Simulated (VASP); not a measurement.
Here is a VASP 6.6.1 calculation.

Contents of INCAR:

```
ALGO     = Normal         # electronic algorithm
EDIFF    = 1E-6           # SCF threshold, eV
ENCUT    = 520            # plane-wave cutoff, eV
GGA      = PE             # functional
ISIF     = 2              # what is computed and relaxed
ISMEAR   = 0              # smearing method
LASPH    = True           # aspherical terms in the spheres
LCHARG   = False          # write CHGCAR
LREAL    = False          # projectors in reciprocal space
LWAVE    = False          # write WAVECAR
NBANDS   = 11             # bands
NELM     = 60             # most SCF steps
PREC     = Accurate       # precision mode
SIGMA    = 0.05           # smearing width, eV
```

File KPOINTS:

```
k-points
0
Gamma
  12 12 12
```

File POSCAR:

```
BN
1.0
    0.0000000000      1.8123485119      1.7579780565
    1.8123485119      0.0000000000      1.7579780565
    1.8123485119      1.8123485119      0.0000000000
B N
1 1
Direct
    0.0000000000      0.0000000000      0.0000000000
    0.7500000000      0.7500000000      0.7500000000
```

Potentials or basis: VASP PAW PBE potentials, release 64 (B, N).

Launch:

```console
$ cat potpaw_PBE.64/B/POTCAR potpaw_PBE.64/N/POTCAR > POTCAR
$ mpirun -np 1 vasp_std > vasp.out
```

Q: What does it give for the pressure?

A: 12.3 GPa.

Q: Estimate the band gap on the k mesh.

A: 3.94 eV, indirect (least direct gap 8.60 eV).

Stress tensor (GPa, compression positive):
```
 6.19  0.00  0.00
 0.00  6.19  0.00
 0.00  0.00 24.49
```

Caveat: the cell differs from its parent crystal (strain -0.0300 x Voigt [0, 0, 1, 0, 0, 0]). A k mesh can miss the band edges.
